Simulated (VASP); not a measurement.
Write the native input for VASP 6.6.1 that does the following.

- Task: single point
- Functional: PBEsol
- Potentials or basis: VASP PAW PBE potentials, release 64 (Pt, S)
- Cutoff: 520 eV
- k mesh: 12 × 12 × 8
- Occupations: gaussian, width 0.02 eV
- Spin: no spin polarisation
- Dipole correction: no
- Further INCAR settings: ALGO = Normal; EDIFF = 1e-06; NBANDS = 18

The structure of PtS2 lies in POSCAR:

```
PtS2
1.0
    3.5680919754      0.0000000000      0.0000000000
   -1.7840459877      3.0900582937      0.0000000000
    0.0000000000      0.0000000000      4.4899037221
Pt S
1 2
Direct
    0.0000000000      0.0000000000      0.0000000000
    0.3333333333      0.6666666667      0.2651562961
    0.6666666667      0.3333333333      0.7348437039
```

This cell differs from its parent crystal: volume scaled by 0.94, then relaxed in part.

These files were run (other wordings do the same):

INCAR

```
SYSTEM = PtS2
PREC     = Accurate       ! precision mode
ENCUT    = 520            ! plane-wave cutoff, eV
EDIFF    = 1E-6           ! SCF threshold, eV
ISMEAR   = 0              ! smearing method
SIGMA    = 0.02           ! smearing width, eV
LREAL    = .FALSE.        ! projectors in reciprocal space
LASPH    = .TRUE.         ! aspherical terms in the spheres
NELM     = 100            ! most SCF steps
ALGO     = Normal         ! electronic algorithm
ISIF     = 2              ! what is computed and relaxed
LWAVE    = .FALSE.        ! write WAVECAR
LCHARG   = .TRUE.         ! write CHGCAR
GGA      = PS             ! functional
LELF     = .TRUE.         ! ELF
LVHAR    = .TRUE.       
NBANDS   = 18             ! bands
```

KPOINTS

```
regular mesh
0
G
  12 12 8
  0 0 0
```

Potentials or basis: VASP PAW PBE potentials, release 64 (Pt, S).

Command:

```console
$ cat potpaw_PBE.64/Pt/POTCAR potpaw_PBE.64/S/POTCAR > POTCAR
$ mpirun -np 1 vasp_std > vasp.out
```

Results of the run:

The pressure is 2.1 GPa, the largest force is 0.024 eV/Å and the band gap on the k mesh is zero (band 11 reaches 8.80 eV, above the bottom of band 12 at 8.55 eV).

Caveat: the PAW data sets were made with another functional, which shifts forces and pressure a little; spin-orbit coupling is left out, which moves the levels of the heavy elements.

It took 91 s on 1 thread of Intel(R) Xeon(R) 6975P-C (Granite Rapids), on a shared host, peak memory 0.25 GiB.
